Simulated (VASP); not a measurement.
# Ti (I4/mmm) in VASP: further runs

Runs on Ti. Level: LDA. Tasks: single point.

All numbers are computed with VASP 6.6.1; they aren't measurements. Logs are shortened: lines on timing, memory, paths and dates and some standing lists are left out, and cuts for length are marked.

### 1 The cell of the first run

Symmetry: I4/mmm, No. 139, tetragonal system. Conventional cell: a = 3.164 Å, b = 3.164 Å, c = 2.815 Å, α = 90.00°, β = 90.00°, γ = 90.00°. Ti (site symmetry 4/mmm) has 14 Ti at 2.64 to 3.16 Å within 3.5 Å.

### 2 Single point, LDA (14.09 Å³/atom)

The input, INCAR:

```
PREC = Accurate ; ENCUT = 520
EDIFF = 1E-6 ; ISMEAR = 0
SIGMA = 0.15 ; LREAL = F
LASPH = T ; NELM = 80
ALGO = Fast ; ISIF = 2
LWAVE = F ; LCHARG = F
GGA = CA ; NBANDS = 12
```

The input, KPOINTS:

```
regular mesh
0
Gamma
  22 22 22
```

The input, POSCAR:

```
Ti
1.0
    0.0000000000      2.2372148931      1.4076556108
    2.2372148931      0.0000000000      1.4076556108
    2.2372148931      2.2372148931      0.0000000000
Ti
1
Direct
    0.0000000000      0.0000000000      0.0000000000
```

Potentials or basis: VASP PAW LDA potentials, release 64 (Ti_sv).

Command:

```sh
$ cat potpaw_LDA.64/Ti_sv/POTCAR > POTCAR
$ mpirun -np 1 vasp_std > vasp.out
```

OUTCAR:

```text
PREC = Accurate
   ENCUT = 520
   EDIFF = 1E-6
   ISMEAR = 0
   LREAL = F
   LASPH = T
   NELM = 80
   ISIF = 2
   GGA = CA

 ion  position               nearest neighbor table
   1  0.000  0.000  0.000-

  LATTYP: Found a body centered tetragonal cell.
 ALAT       =     3.1638996438
 C/A-ratio  =     0.8898231735

  Lattice vectors:

 A1 = (   0.0000000000,  -2.2372148931,  -1.4076556108)
 A2 = (   0.0000000000,   2.2372148931,  -1.4076556108)
 A3 = (   2.2372148931,   0.0000000000,   1.4076556108)

Analysis of symmetry for initial positions (statically):
=====================================================================
 Subroutine PRICEL returns:
 Original cell was already a primitive cell.

 Routine SETGRP: Setting up the symmetry group for a
 body centered tetragonal supercell.

 Subroutine GETGRP returns: Found 16 space group operations
 (whereof 16 operations were pure point group operations)
 out of a pool of 16 trial point group operations.

The static configuration has the point symmetry D_4h.

Analysis of symmetry for dynamics (positions and initial velocities):
=====================================================================
 Subroutine PRICEL returns:
 Original cell was already a primitive cell.

 Routine SETGRP: Setting up the symmetry group for a
 body centered tetragonal supercell.

 Subroutine GETGRP returns: Found 16 space group operations
 (whereof 16 operations were pure point group operations)
 out of a pool of 16 trial point group operations.

The dynamic configuration has the point symmetry D_4h.

 Subroutine INISYM returns: Found 16 space group operations
 (whereof 16 operations are pure point group operations),
 and found     1 'primitive' translations

----------------------------------------------------------------------------------------

                                     Primitive cell

  volume of cell :      14.0910

  direct lattice vectors                    reciprocal lattice vectors
     0.000000000  2.237214893  1.407655611    -0.223492165  0.223492165  0.355200516
     2.237214893  0.000000000  1.407655611     0.223492165 -0.223492165  0.355200516
     2.237214893  2.237214893  0.000000000     0.223492165  0.223492165 -0.355200516

  length of vectors
     2.643222427  2.643222427  3.163899644     0.475462830  0.475462830  0.475462830

  position of ions in fractional coordinates (direct lattice)
     0.000000000  0.000000000  0.000000000

  ion indices of the primitive-cell ions
   primitive index   ion index
                 1           1

----------------------------------------------------------------------------------------

 KPOINTS: regular mesh

Automatic generation of k-mesh.
 Grid dimensions read from file:
 generate k-points for:   22   22   22

 Generating k-lattice:

  Cartesian coordinates                     Fractional coordinates (reciprocal lattice)
    -0.010158735  0.010158735  0.016145478     0.045454545  0.000000000  0.000000000
     0.010158735 -0.010158735  0.016145478     0.000000000  0.045454545  0.000000000
     0.010158735  0.010158735 -0.016145478    -0.000000000 -0.000000000  0.045454545

  Length of vectors
     0.021611947  0.021611947  0.021611947

  Shift w.r.t. Gamma in fractional coordinates (k-lattice)
     0.000000000  0.000000000  0.000000000

 Subroutine IBZKPT returns following result:
 ===========================================

 Found    834 irreducible k-points:

 Following reciprocal coordinates:
            Coordinates               Weight
  0.000000  0.000000  0.000000      1.000000
  0.045455 -0.000000  0.000000      8.000000
  0.090909 -0.000000  0.000000      8.000000
  0.136364 -0.000000  0.000000      8.000000
  0.181818 -0.000000  0.000000      8.000000
  0.227273 -0.000000  0.000000      8.000000
[... 16 lines left out ...]
  0.500000  0.045455  0.000000      8.000000
 -0.454545  0.045455  0.000000      8.000000
 [... further k-points ...]
   k-points           NKPTS =    834   k-points in BZ     NKDIM =    834   number of bands    NBANDS=     12
   number of dos      NEDOS =    301   number of ions     NIONS =      1
   total plane-waves  NPLWV =   9600
   dimension x,y,z NGX =    20 NGY =   20 NGZ =   24
   dimension x,y,z NGXF=    40 NGYF=   40 NGZF=   48
   ions per type =               1
   NGX,Y,Z   is equivalent  to a cutoff of  12.58, 12.58, 12.61 a.u.
   NGXF,Y,Z  is equivalent  to a cutoff of  25.16, 25.16, 25.22 a.u.
 SYSTEM =  unknown system
   PREC   = accura    normal or accurate (medium, high low for compatibility)
   ISTART =      0    job   : 0-new  1-cont  2-samecut
   ICHARG =      2    charge: 1-file 2-atom 10-const
   ISPIN  =      1    spin polarized calculation?
   LNONCOLLINEAR =      F non collinear calculations
   LSORBIT =      F    spin-orbit coupling
   LASPH  =      T    aspherical Exc in radial PAW
   ENCUT  =  520.0 eV  38.22 Ry    6.18 a.u.   4.91  4.91  5.88*2*pi/ulx,y,z
   NELM   =     80;   NELMIN=  2; NELMDL= -5     # of ELM steps
   EDIFF  = 0.1E-05   stopping-criterion for ELM
   LREAL  =      F    real-space projection
   EDIFFG = 0.1E-04   stopping-criterion for IOM
   NSW    =      0    number of steps for IOM
   IBRION =     -1    ionic relax: 0-MD 1-quasi-New 2-CG
   NFREE  =      0    steps in history (QN), initial steepest desc. (CG)
   ISIF   =      2    stress and relaxation
   ISYM   =      2    0-nonsym 1-usesym 2-fastsym
   POTIM  = 0.5000    time-step for ionic-motion
   TEBEG  =    0.0;   TEEND  =   0.0 temperature during run
   PSTRESS=    0.0 pullay stress
   NELECT =      12.0000    total number of electrons
   NUPDOWN=      -1.0000    fix difference up-down
   EMIN   =  10.00;   EMAX   =-10.00  energy-range for DOS
   EFERMI =   0.00;   METHOD = LEGACY
   ISMEAR =     0;   SIGMA  =   0.15  broadening in eV -4-tet -1-fermi 0-gaus
   EFERMI_NEDOS =   21; number of points for ismear=-14 and -15
   IALGO  =     68    algorithm
   IMIX   =      4    mixing-type and parameters
     AMIX     =   0.40;   BMIX     =  1.00
     AMIX_MAG =   1.60;   BMIX_MAG =  1.00
  volume/ion in A,a.u.               =      14.09        95.09
  Fermi-wavevector in a.u.,A,eV,Ry     =   1.551748  2.932379 32.761783  2.407923
  Thomas-Fermi vector in A             =   2.656223
   LORBIT       =      0    0 simple, 1 ext, 2 COOP (PROOUT), +10 PAW based schemes
   GGA     = CA    functional components
   LHFCALC =     F    Hartree Fock is set to
   AEXX    =    0.0000 exact exchange contribution
   IVDW    =     0    specifies the selected vdW correction
   LEPSILON=     F    determine dielectric tensor
   LRPA    =     F    only Hartree local field effects (RPA)
 non-spin polarized calculation
 RMM-DIIS sequential band-by-band and
 Gauss-broadening in eV      SIGMA  =   0.15
  energy-cutoff  :      520.00
  volume of cell :       14.09
 maximum number of plane-waves:       392
   NGX =  9   NGY =  9   NGZ = 11

 number of electron      11.9999996 magnetization

 Free energy of the ion-electron system (eV)
  ---------------------------------------------------
  ext. energy  EPLUGINS =         0.00000000
  ---------------------------------------------------
  free energy    TOTEN  =        -8.39799734 eV

  energy without entropy =       -8.38034526  energy(sigma->0) =       -8.38917130

 E-fermi :  10.2574     XC(G=0): -12.8148

 val. band max:       10.2570395383   @ k =  -0.2273   0.3636   0.3182
 cond. band min:      10.2635110455   @ k =  -0.0909   0.2727   0.2273
 fundamental gap:      0.0064715072
 Fermi energy:        10.2574390003

 k-point     1 :       0.0000    0.0000    0.0000
  band No.  band energies     occupation
      1     -45.3197      2.00000
      2     -21.1859      2.00000
      3     -21.1859      2.00000
      4     -21.1607      2.00000
      5       3.9947      2.00000
      6      10.6151      0.00075
      7      11.7778      0.00000
      8      11.7778      0.00000
      9      12.7736      0.00000
     10      14.1540      0.00000
     11      28.4998      0.00000
     12      28.4998      0.00000

 k-point     2 :       0.0455   -0.0000    0.0000
  band No.  band energies     occupation
      1     -45.3131      2.00000
      2     -21.2055      2.00000
      3     -21.1946      2.00000
      4     -21.1721      2.00000
      5       4.0865      2.00000
      6      10.6355      0.00036
      7      11.7528      0.00000
      8      11.7724      0.00000
      9      12.7844      0.00000
     10      14.1054      0.00000
     11      28.5520      0.00000
     12      28.6154      0.00000

 k-point     3 :       0.0909   -0.0000    0.0000
  band No.  band energies     occupation
      1     -45.2938      2.00000
      2     -21.2859      2.00000
      3     -21.2199      2.00000
      4     -21.1816      2.00000
      5       4.3561      2.00000
      6      10.6594      0.00015
      7      11.6608      0.00000
      8      11.7991      0.00000
      9      12.8322      0.00000
     10      13.9820      0.00000
     11      28.6675      0.00000
     12      28.9482      0.00000
[... 286 lines left out ...]
 k-point    23 :       0.5000    0.0455    0.0000
  band No.  band energies     occupation
      1     -44.9809      2.00000
      2     -22.5011      2.00000
      3     -21.6127      2.00000
      4     -21.2852      2.00000
      5       7.2174      2.00000
      6       9.1861      2.00000
      7      12.2785      0.00000
      8      13.6054      0.00000
      9      14.9935      0.00000
     10      15.6442      0.00000
     11      21.9215      0.00000
     12      24.9951      0.00000

 k-point    24 :      -0.4545    0.0455    0.0000
  band No.  band energies     occupation
      1     -44.9899      2.00000
      2     -22.4680      2.00000
      3     -21.6061      2.00000
      4     -21.2799      2.00000
      5       7.2272      2.00000
      6       9.2325      2.00000
      7      12.1292      0.00000
      8      13.5716      0.00000
      9      14.8125      0.00000
     10      15.5316      0.00000
     11      22.2803      0.00000
     12      25.1413      0.00000

 [... further k-points ...]

------------------------ aborting loop because EDIFF is reached ----------------------------------------

  FORCE on cell =-STRESS in cart. coord.  units (eV):
  Direction    XX          YY          ZZ          XY          YZ          ZX
  --------------------------------------------------------------------------------------
  -------------------------------------------------------------------------------------
  Total        1.5806327      1.5806327      1.2951822      0.0000000      0.0000000      0.0000000
  in kB      179.7213686    179.7213686    147.2650274      0.0000000      0.0000000      0.0000000
  external PRESSURE =     168.9025882 kB  Pullay stress =       0.0000000 kB

 VOLUME and BASIS-vectors are now :
 -----------------------------------------------------------------------------
  energy-cutoff  :      520.00
  volume of cell :       14.09
      direct lattice vectors                 reciprocal lattice vectors
     0.000000000  2.237214893  1.407655611    -0.223492165  0.223492165  0.355200516
     2.237214893  0.000000000  1.407655611     0.223492165 -0.223492165  0.355200516
     2.237214893  2.237214893  0.000000000     0.223492165  0.223492165 -0.355200516

 POSITION                                       TOTAL-FORCE (eV/Angst)
 -----------------------------------------------------------------------------------
      0.00000      0.00000      0.00000         0.000000     -0.000000      0.000000
 -----------------------------------------------------------------------------------
    total drift:                                0.000000     -0.000000     -0.000000

  FREE ENERGIE OF THE ION-ELECTRON SYSTEM (eV)
  ---------------------------------------------------
  free  energy   TOTEN  =        -8.3979973356 eV

  energy  without entropy=       -8.3803452591  energy(sigma->0) =       -8.38917130
```

It took 4.7 min on 1 thread of Intel Xeon 8259CL, shared host; peak memory 0.25 GiB.

Results:

```yaml
Free_energy: -8.3980 eV
Pressure: 16.9 GPa
Band_gap_on_the_k_mesh: zero (bands 6 and 7 overlap by 1.65 eV)
```

Caveat: the cell stands under pressure.

### 3 Single point, LDA (14.09 Å³/atom)

The input, INCAR:

```
PREC     = Accurate       # precision mode
ENCUT    = 520            # plane-wave cutoff, eV
EDIFF    = 1E-7           # SCF threshold, eV
ISMEAR   = 0              # smearing method
SIGMA    = 0.15           # smearing width, eV
LREAL    = F              # projectors in reciprocal space
LASPH    = T              # aspherical terms in the spheres
NELM     = 60             # most SCF steps
ALGO     = Fast           # electronic algorithm
ISIF     = 2              # what is computed and relaxed
LWAVE    = F              # write WAVECAR
LCHARG   = F              # write CHGCAR
GGA      = CA             # functional
NBANDS   = 12             # bands
```

The input, KPOINTS:

```
Automatic mesh
0
Gamma
  22 22 22
```

The input, POSCAR:

```
Ti
1.0
    0.0000000000      2.0183379778      1.7295138132
    2.0183379778      0.0000000000      1.7295138132
    2.0183379778      2.0183379778      0.0000000000
Ti
1
Direct
    0.0000000000      0.0000000000      0.0000000000
```

Potentials or basis: VASP PAW LDA potentials, release 64 (Ti_sv).

Command:

```sh
$ cat potpaw_LDA.64/Ti_sv/POTCAR > POTCAR
$ mpirun -np 1 vasp_std > vasp.out
```

Wall time 4.5 min (1 thread of Intel Xeon 8259CL, shared host); peak memory 0.25 GiB.

The run converged. Its results:

| Quantity | Value |
| --- | --- |
| Free energy | -8.3895 eV |
| Pressure | 18.2 GPa |
| Band gap on the k mesh | zero (bands 6 and 7 overlap by 1.71 eV) |

Stress tensor (GPa, compression positive):
```
17.69  0.00  0.00
 0.00 17.69  0.00
 0.00  0.00 19.21
```

Levels at points of the mesh, in eV from the Fermi level:
```csv
k point,band 4,band 5,band 6,band 7,band 8,band 9
"(0.00, 0.00, 0.00)",-31.52,-6.34,0.71,0.71,2.05,2.19
"(0.50, 0.00, 0.00)",-31.57,-3.06,-0.01,1.60,1.87,4.18
"(0.50, 0.50, 0.00)",-32.20,-3.32,-2.67,4.62,5.01,5.01
"(0.50, 0.00, 0.50)",-31.74,-3.29,-1.95,3.13,4.35,4.41
```

Caveat: the cell stands under pressure.

### 4 Single point, LDA (14.09 Å³/atom)

INCAR, as its differences from that of step 3:

```diff
@@ -2,3 +2,3 @@
 ENCUT    = 520            # plane-wave cutoff, eV
-EDIFF    = 1E-7           # SCF threshold, eV
+EDIFF    = 1E-6           # SCF threshold, eV
 ISMEAR   = 0              # smearing method
```

The input, KPOINTS:

```
regular mesh
0
Gamma
  22 22 22
```

The input, POSCAR:

```
Ti
1.0
    0.0000000000      2.0709822242      1.6427031002
    2.0709822242      0.0000000000      1.6427031002
    2.0709822242      2.0709822242      0.0000000000
Ti
1
Direct
    0.0000000000      0.0000000000      0.0000000000
```

Command:

```sh
$ cat potpaw_LDA.64/Ti_sv/POTCAR > POTCAR
$ mpirun -np 1 vasp_std > vasp.out
```

Run time: 4.1 min. Hardware: 1 thread of Intel Xeon 8259CL, shared host; peak memory 0.24 GiB.

Results (log left out):

| Quantity | Value |
| --- | --- |
| Free energy | -8.3873 eV |
| Pressure | 17.3 GPa |
| Band gap on the k mesh | zero (bands 6 and 7 overlap by 1.81 eV) |

Stress tensor (GPa, compression positive):
```
17.33  0.00  0.00
 0.00 17.33  0.00
 0.00  0.00 17.18
```

Levels at points of the mesh, in eV from the Fermi level:
```csv
k point,band 3,band 4,band 5,band 6,band 7,band 8,band 9,band 10
"(0.00, 0.00, 0.00)",-31.43,-31.43,-6.27,0.81,0.81,1.78,2.64,3.77
"(0.50, 0.00, 0.00)",-31.78,-31.44,-3.02,-0.30,1.78,2.56,4.03,5.29
"(0.50, 0.50, 0.00)",-32.20,-32.20,-3.16,-2.76,4.79,5.05,5.05,8.04
"(0.50, 0.00, 0.50)",-31.90,-31.55,-3.16,-1.51,2.71,4.10,4.22,5.51
```

Caveat: the cell stands under pressure.

### 5 Single point, LDA (14.09 Å³/atom)

The input, INCAR:

```
SYSTEM = Ti
PREC = Accurate
ENCUT = 520
EDIFF = 1E-6
ISMEAR = 0
SIGMA = 0.15
LREAL = .False.
LASPH = .True.
NELM = 100
ALGO = Fast
ISIF = 2
LWAVE = .False.
LCHARG = .True.
GGA = CA
LELF = .True.
LVHAR = .True.
NBANDS = 12
```

The input, KPOINTS:

```
Automatic mesh
0
Gamma
  22 22 22
  0 0 0
```

The input, POSCAR:

```
Ti
1.0
    0.0000000000      1.9670429911      1.8208916969
    1.9670429911      0.0000000000      1.8208916969
    1.9670429911      1.9670429911      0.0000000000
Ti
1
Direct
    0.0000000000      0.0000000000      0.0000000000
```

Command:

```sh
$ cat potpaw_LDA.64/Ti_sv/POTCAR > POTCAR
$ mpirun -np 1 vasp_std > vasp.out
```

It took 4.3 min on 1 thread of Intel Xeon 8259CL, shared host; peak memory 0.25 GiB.

It converged, with:

* Free energy: -8.3990 eV
* Pressure: 18.8 GPa
* Band gap on the k mesh: zero (bands 6 and 7 overlap by 1.67 eV)

Stress tensor (GPa, compression positive):
```
18.14  0.00  0.00
 0.00 18.14  0.00
 0.00  0.00 20.13
```

Levels at points of the mesh, in eV from the Fermi level:
```tsv
k point	band 4	band 5	band 6	band 7	band 8	band 9
(0.00, 0.00, 0.00)	-31.59	-6.40	0.75	0.75	1.47	2.61
(0.50, 0.00, 0.00)	-31.69	-3.10	0.33	1.24	1.48	4.35
(0.50, 0.50, 0.00)	-32.17	-3.41	-2.55	4.52	4.96	4.96
(0.50, 0.00, 0.50)	-31.93	-3.38	-2.26	3.58	4.48	4.64
```

Caveat: the cell stands under pressure.

### 6 Overview

```csv
cell,further INCAR settings,gap on the mesh (eV),pressure (GPa)
"a = 2.643, b = 2.643, c = 3.164 Å, angles 53.2, 53.2, 73.5°, 1 atom",ALGO = Fast; EDIFF = 1e-06; NBANDS = 12,none,16.9
"a = 2.658, b = 2.658, c = 2.854 Å, angles 57.5, 57.5, 65.0°, 1 atom",ALGO = Fast; EDIFF = 1e-07; NBANDS = 12,none,18.2
"a = 2.643, b = 2.643, c = 2.929 Å, angles 56.4, 56.4, 67.3°, 1 atom",ALGO = Fast; EDIFF = 1e-06; NBANDS = 12,none,17.3
"a = 2.680, b = 2.680, c = 2.782 Å, angles 58.7, 58.7, 62.5°, 1 atom",ALGO = Fast; EDIFF = 1e-06; NBANDS = 12,none,18.8
```

Alike in all rows: task single point; level LDA; potentials or basis VASP PAW LDA potentials, release 64 (Ti_sv); no spin polarisation; k mesh 22 × 22 × 22; cutoff (eV) 520; smearing gaussian 0.15 eV.

Caveats: the cell stands under pressure.

Total energies depend on the potentials used, so only differences within one code and one set of settings carry meaning.
